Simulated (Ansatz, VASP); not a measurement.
**One calculation of C, two programs**

```xyz
1
Lattice="1.8216 0.0000 0.0000 0.0000 1.8216 0.0000 0.0000 0.0000 1.8216" Properties=species:S:1:pos:R:3 pbc="T T T"
C     0.0000    0.0000    0.0000
```

Alike in both runs: task single point; functional revPBE; k mesh 20 × 20 × 20; occupations fermi-dirac, width 0.1 eV; no spin polarisation.

|  | VASP | Ansatz |
| --- | --- | --- |
| version | VASP 6.6.1 | Ansatz 0.2.0 |
| potentials or method | VASP PAW PBE potentials, release 64 (C), cutoff 600 eV | plane waves (420 eV) with PAW, scalar-relativistic |
| valence electrons in the cell | 4 | 4 |

```csv
,VASP,Ansatz,Ansatz less VASP
pressure (GPa),-18.0,-17.7,+0.28
```

VASP's potentials were made for PBE, not for revPBE.
